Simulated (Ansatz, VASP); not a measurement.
**Two plane-wave programs on Pd**

```
CELL_PARAMETERS angstrom
-2.50427 2.50427 1.34931
2.50427 -2.50427 1.34931
2.50427 2.50427 -1.34931
ATOMIC_POSITIONS crystal
Pd 0.00000 0.00000 0.00000
Pd 0.75000 0.25000 0.50000
```

Alike in both runs: functional PBE; k mesh 8 × 8 × 8; occupations gaussian, width 0.1 eV; no spin polarisation.

Ansatz relaxed the structure, and its values are those at the end. VASP's run is a single point on that final structure, the one shown.

|  | VASP | Ansatz |
| --- | --- | --- |
| version | VASP 6.6.1 | Ansatz 0.2.0 |
| potentials or method | VASP PAW PBE potentials, release 64 (Pd), cutoff 520 eV | scalar-relativistic, plane waves, PAW |
| valence electrons in the cell | 20 | 36 |

```tsv
	VASP	Ansatz	Ansatz less VASP
gap on the k mesh at the Fermi level (eV)	none	none	-
pressure (GPa)	-0.4	0.0	+0.34
```

A gap of «none» marks a metal or a gap that the smearing closes. With one functional, cell and mesh, what is left measures potentials, basis and numerics. VASP's potentials hold 20 valence electrons a cell and Ansatz's 36, so a difference there can come from the potentials and not from the codes.
